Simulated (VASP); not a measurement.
Write the native input for VASP 6.6.1 that does the following.

```yaml
Task: electric field gradients
Functional: PBE
Potentials_or_basis: VASP PAW PBE potentials, release 64 (Ca_sv, O)
Cutoff: 520 eV
k_mesh: 11 × 11 × 11
Occupations: fermi-dirac, width 0.05 eV
Spin: no spin polarisation
Dipole_correction: no
Further_INCAR_settings: ALGO = Normal; EDIFF = 1e-08; NBANDS = 15
```

The structure of CaO (zincblende type) lies in POSCAR:

```
CaO
1.0
    0.0000000000      2.6042333196      2.6042333196
    2.6042333196      0.0000000000      2.6042333196
    2.6042333196      2.6042333196      0.0000000000
Ca O
1 1
Direct
    0.0000000000      0.0000000000      0.0000000000
    0.2500000000      0.2500000000      0.2500000000
```

This cell differs from its parent crystal: volume scaled by 0.98.

These files were run (other wordings do the same):

INCAR

```
ALGO = Normal ; EDIFF = 1E-8
ENCUT = 520 ; GGA = PE
ISIF = 2 ; ISMEAR = -1
LASPH = T ; LCHARG = F
LEFG = T ; LREAL = F
LWAVE = F ; NBANDS = 15
NELM = 60 ; PREC = Accurate
SIGMA = 0.05
```

KPOINTS

```
k-points
0
Gamma
  11 11 11
```

Potentials or basis: VASP PAW PBE potentials, release 64 (Ca_sv, O).

The run is started by

```console
$ cat potpaw_PBE.64/Ca_sv/POTCAR potpaw_PBE.64/O/POTCAR > POTCAR
$ mpirun -np 1 vasp_std > vasp.out
```

Results of the run:

- Pressure: 2.1 GPa
- Band gap on the k mesh: 3.35 eV, indirect (least direct gap 3.97 eV)

Caveat: without QUAD_EFG the Cq values of the log hold for a quadrupole moment of 1 mb, not for the nuclei.

It took 100 s on 1 thread of AMD EPYC 7R13, on a shared host, peak memory 0.14 GiB.
